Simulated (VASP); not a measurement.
Write the native input for VASP 6.6.1 that does the following.

- Task: single point
- Functional: r2SCAN
- Potentials or basis: VASP PAW PBE potentials, release 64 (Ir)
- Cutoff: 520 eV
- k mesh: 12 × 12 × 12
- Occupations: fermi-dirac, width 0.05 eV
- Spin: no spin polarisation
- Dipole correction: no
- Further INCAR settings: ALGO = Normal; EDIFF = 1e-06; NBANDS = 10

The system is Ir.

```
CELL_PARAMETERS angstrom
0.00000 1.91560 1.91560
1.91560 0.00000 1.91560
1.91560 1.91560 0.00000
ATOMIC_POSITIONS crystal
Ir 0.00000 0.00000 0.00000
```

The input as run:

POSCAR

```
Ir
1.0
    0.0000000000      1.9156000000      1.9156000000
    1.9156000000      0.0000000000      1.9156000000
    1.9156000000      1.9156000000      0.0000000000
Ir
1
Direct
    0.0000000000      0.0000000000      0.0000000000
```

INCAR.step1

```
  PREC = Accurate
  ENCUT = 520
  ISMEAR = -1
  SIGMA = 0.05
  LREAL = False
  LASPH = True
  NELM = 60
  NBANDS = 10
  GGA = PE
  ALGO = Normal
  EDIFF = 1E-4
  LWAVE = True
  LCHARG = False
```

INCAR.step2

```
  PREC = Accurate
  ENCUT = 520
  EDIFF = 1E-6
  ISMEAR = -1
  SIGMA = 0.05
  LREAL = False
  LASPH = True
  NELM = 60
  ALGO = Normal
  ISIF = 2
  LWAVE = False
  LCHARG = True
  METAGGA = R2SCAN
  LMIXTAU = True
  LELF = True
  LVHAR = True
  NBANDS = 10
  ISTART = 1
```

KPOINTS

```
Automatic mesh
0
Gamma
  12 12 12
```

Potentials or basis: VASP PAW PBE potentials, release 64 (Ir).

Launch:

```console
$ cat potpaw_PBE.64/Ir/POTCAR > POTCAR
$ cp INCAR.step1 INCAR
$ mpirun -np 1 vasp_std > vasp.out
$ cp INCAR.step2 INCAR
$ mpirun -np 1 vasp_std > vasp.out
```

Results of the run:

```json
{
  "Pressure": "6.1 GPa"
}
```

Caveat: the PAW data sets were made with another functional, which shifts forces and pressure a little.

Run time: 22 s on 1 thread of Intel(R) Xeon(R) Platinum 8559C (Emerald Rapids) (shared host), peak memory 0.13 GiB.
